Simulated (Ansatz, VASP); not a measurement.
# Two plane-wave programs on As

Contents of INCAR:

```
PREC = Accurate
ENCUT = 520
EDIFF = 1E-7
ISMEAR = 0
SIGMA = 0.05
LREAL = False
LASPH = True
NELM = 100
ALGO = Normal
ISIF = 2
LWAVE = False
LCHARG = True
LDIPOL = True
IDIPOL = 3
DIPOL = 0.5 0.5 0.375
GGA = PE
IVDW = 12
LELF = True
LVHAR = True
LVACPOTAV = True
NBANDS = 18
```

Contents of KPOINTS:

```
Automatic mesh
0
Gamma
  9 9 1
```

Contents of POSCAR:

```
As
1.0
    3.5713380906      0.0000000000      0.0000000000
   -1.7856690453      3.0928695120      0.0000000000
    0.0000000000      0.0000000000     20.2952802043
As
4
Direct
    0.3333333333      0.6666666667      0.2905917062
    0.6666666667      0.3333333333      0.2217264287
    0.6666666667      0.3333333333      0.5289545203
    0.3333333333      0.6666666667      0.4600892428
```

Input for Ansatz:

```yaml
crystal:
  lattice:
    - [3.5713380906, 0.0, 0.0]
    - [-1.7856690453, 3.092869512, 0.0]
    - [0.0, 0.0, 20.2952802043]
  atoms:
    - { symbol: As, position: [0.3333333333, 0.6666666667, 0.2905917062] }
    - { symbol: As, position: [0.6666666667, 0.3333333333, 0.2217264287] }
    - { symbol: As, position: [0.6666666667, 0.3333333333, 0.5289545203] }
    - { symbol: As, position: [0.3333333333, 0.6666666667, 0.4600892428] }
basis:
  ecutwfc: 420
kpoints:
  mp_grid: { grid: [9, 9, 1] }
hamiltonian:
  xc: pbe
  dispersion: d3bj
scf:
  occupations: { method: gaussian, width: 0.05 }
output:
  forces: true
  eigenvalues: true
efield:
  axis: 3
  dipole_correction: true
  ramp_width: 0.04
```

Alike in both runs: task single point; functional PBE; dispersion D3(BJ); k mesh 9 × 9 × 1; occupations gaussian, width 0.05 eV; no spin polarisation.

|  | VASP | Ansatz |
| --- | --- | --- |
| version | VASP 6.6.1 | Ansatz 0.2.0 |
| potentials or method | VASP PAW PBE potentials, release 64 (As), cutoff 520 eV | scalar-relativistic, plane waves, PAW |
| valence electrons in the cell | 20 | 60 |

Ansatz gave:

* gap on the k mesh at the Fermi level (eV): 0.95
* least direct gap on the mesh (eV): 1.47
* rms of the force components (eV/Å): 0.069

Q: Estimate VASP's values.

A: gap on the k mesh at the Fermi level (eV): 0.92; least direct gap on the mesh (eV): 1.44; rms of the force components (eV/Å): 0.063.

Atom by atom the forces differ by 0.053 eV/Å (rms over components). VASP's potentials hold 20 valence electrons a cell and Ansatz's 60, so a difference there can come from the potentials and not from the codes.
